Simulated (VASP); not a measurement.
Wanted: the native input for a VASP 6.6.1 run.

```
Task                   : single point
Functional             : PBE
Potentials or basis    : VASP PAW PBE potentials, release 64 (Pt)
Cutoff                 : 520 eV
k mesh                 : 8 × 8 × 8
Occupations            : gaussian, width 0.1 eV
Spin                   : no spin polarisation
Dipole correction      : no
Further INCAR settings : ALGO = Normal; EDIFF = 1e-06; NBANDS = 11
```

The structure of Pt lies in POSCAR:

```
Pt
1.0
    2.4732983300      0.0000000000      0.0000000000
    0.0000000000      2.4732983300      0.0000000000
    0.0000000000      0.0000000000      2.4749014100
Pt
1
Direct
    0.5000000000      0.5000000000      0.5000000000
```

The cell was built from a structure type or drawn by symmetry, and may not be a known phase.

One way to write it, as run:

INCAR

```
SYSTEM = Pt
PREC = Accurate ; ENCUT = 520
EDIFF = 1E-6 ; ISMEAR = 0
SIGMA = 0.1 ; LREAL = .FALSE.
LASPH = .TRUE. ; NELM = 60
ALGO = Normal ; ISIF = 2
LWAVE = .FALSE. ; LCHARG = .TRUE.
GGA = PE ; LELF = .TRUE.
LVHAR = .TRUE. ; NBANDS = 11
```

KPOINTS

```
Automatic mesh
0
G
  8 8 8
  0 0 0
```

Potentials or basis: VASP PAW PBE potentials, release 64 (Pt).

The run is started by

```console
$ cat potpaw_PBE.64/Pt/POTCAR > POTCAR
$ mpirun -np 1 vasp_std > vasp.out
```

Results of the run:

```json
{
  "Pressure": "53.0 GPa",
  "Band gap on the k mesh": "zero (bands 5 and 6 overlap by 4.05 eV)"
}
```

Caveat: the cell stands under pressure; spin-orbit coupling is left out, which moves the levels of the heavy elements.

It took 12 s on 1 thread of Intel Xeon 8259CL, with other jobs on the host, peak memory 0.13 GiB.
